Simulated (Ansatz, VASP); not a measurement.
# V: VASP beside Ansatz

```
CELL_PARAMETERS angstrom
-1.22831 1.22831 1.22831
1.22831 -1.22831 1.22831
1.22831 1.22831 -1.22831
ATOMIC_POSITIONS crystal
V 0.00000 0.00000 0.00000
```

Change from the starting cell: volume scaled by 0.55, LAPW.

Alike in both runs: task single point; functional PBE; k mesh 18 × 18 × 18; occupations fermi-dirac, width 0.1 eV; no spin polarisation.

|  | VASP | Ansatz |
| --- | --- | --- |
| version | VASP 6.6.1 | Ansatz 0.2.0 |
| potentials or method | VASP PAW PBE potentials, release 64 (V_sv), cutoff 520 eV | all-electron LAPW, scalar-relativistic |

VASP gave:

```
pressure (GPa) : 321.1
```

**Question.** Which values does Ansatz return?

**Answer.** Pressure (GPa): 311.7.

Both programs put the cell under a high pressure, so it lies far from rest at this level. Ansatz ran all-electron here, and VASP with PAW potentials.

Noted on VASP's run: the cell as given lies far from equilibrium.
